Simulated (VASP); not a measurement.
ErF3NH3, 8 atoms in the cell. The cell holds a molecule in a box, 8 atoms: a = 12.050 Å, b = 12.050 Å, c = 12.050 Å, α = 90.00°, β = 90.00°, γ = 90.00°. 

| Quantity | Value |
| --- | --- |
| Program | VASP 6.6.1 |
| Task | single point |
| Functional | PBE |
| Potentials or basis | VASP PAW PBE potentials, release 64 (Er, F, N, H) |
| Cutoff | 520 eV |
| k mesh | 1 × 1 × 1 |
| Occupations | gaussian, width 0.01 eV |
| Spin | collinear spin, ferromagnetic start |
| Starting moments | [3.0, 0.0, 0.0, 0.0, 0.0, 0.0, 0.0, 0.0] μB |
| Hubbard terms | Er f U = 5.0 eV |
| Dipole correction | no |
| Further INCAR settings | ALGO = Normal; EDIFF = 1e-06; NBANDS = 40 |

Potentials or basis: VASP PAW PBE potentials, release 64 (Er, F, N, H).

Launch:

```sh
$ cat potpaw_PBE.64/Er/POTCAR potpaw_PBE.64/F/POTCAR potpaw_PBE.64/N/POTCAR potpaw_PBE.64/H/POTCAR > POTCAR
$ mpirun -np 1 vasp_gam > vasp.out
```

Hardware: 1 thread of Oxide Virtual Turin-like Processor, with other jobs on the host.

Question: Estimate the wall time of this run.

Answer: Run time: 16 min on 1 thread of Oxide Virtual Turin-like Processor, with other jobs on the host, peak memory 1.8 GiB. Counts: scf iterations 43, k points 1.
